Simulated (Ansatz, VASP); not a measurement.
**Hf in VASP and in Ansatz**

Contents of INCAR:

```
  ALGO = Fast
  EDIFF = 1E-6
  EDIFFG = -0.05
  ENCUT = 600
  GGA = CA
  IBRION = 2
  ISIF = 3
  ISMEAR = 0
  LASPH = True
  LCHARG = False
  LREAL = False
  LWAVE = False
  NELM = 100
  NSW = 80
  PREC = Accurate
  SIGMA = 0.1
```

File KPOINTS:

```
k-points
0
Gamma
  6 6 4
```

Contents of POSCAR:

```
Hf
1.0
    5.1760943002      0.0000000000      0.0000000000
   -2.5880471501      4.4826291563      0.0000000000
    0.0000000000      0.0000000000      8.5621487495
Hf
4
Direct
    0.3333333333      0.6666666667      0.0630332931
    0.6666666667      0.3333333333      0.5630332931
    0.3333333333      0.6666666667      0.4369667069
    0.6666666667      0.3333333333      0.9369667069
```

Input for Ansatz:

```yaml
crystal:
  lattice:
    - [5.1760943002, 0.0, 0.0]
    - [-2.5880471501, 4.4826291563, 0.0]
    - [0.0, 0.0, 8.5621487495]
  atoms:
    - { symbol: Hf, position: [0.3333333333, 0.6666666667, 0.0630332931] }
    - { symbol: Hf, position: [0.6666666667, 0.3333333333, 0.5630332931] }
    - { symbol: Hf, position: [0.3333333333, 0.6666666667, 0.4369667069] }
    - { symbol: Hf, position: [0.6666666667, 0.3333333333, 0.9369667069] }
basis:
  ecutwfc: 420
kpoints:
  mp_grid: { grid: [6, 6, 4] }
hamiltonian:
  xc: lda
scf:
  occupations: { method: gaussian, width: 0.1 }
output:
  forces: true
  stress: true
  eigenvalues: true
relax:
  adjacent_minimum: "off"
  f_tol: 0.05
  max_steps: 60
  cell: { stress_tol: 0.5 }
```

Alike in both runs: task relaxation of cell and atoms; functional LDA; k mesh 6 × 6 × 4; occupations gaussian, width 0.1 eV; no spin polarisation.

|  | VASP | Ansatz |
| --- | --- | --- |
| version | VASP 6.6.1 | Ansatz 0.2.0 |
| potentials or method | VASP PAW LDA potentials, release 64 (Hf_pv), cutoff 600 eV | scalar-relativistic, plane waves, PAW |
| valence electrons in the cell | 40 | 104 |

|  | VASP | Ansatz | Ansatz less VASP |
| --- | --- | --- | --- |
| gap on the k mesh at the Fermi level, each at its own relaxed structure (eV) | none | none | - |
| relaxed volume (Å³/atom) | 28.14 | 28.20 | +0.059 |
| relaxed length of the cell vector where the two differ most in proportion (Å) | 5.424 | 5.437 | +0.0129 |

LDA's correlation is that of Perdew and Zunger in VASP and of Perdew and Wang (1992) in Ansatz. A gap of «none» marks a metal or a gap that the smearing closes. VASP's potentials hold 40 valence electrons a cell and Ansatz's 104, so a difference there can come from the potentials and not from the codes.

Neither program's run includes spin-orbit coupling. Noted on VASP's run: the volume moved by over 15 % at a fixed basis, so the end points are rough.
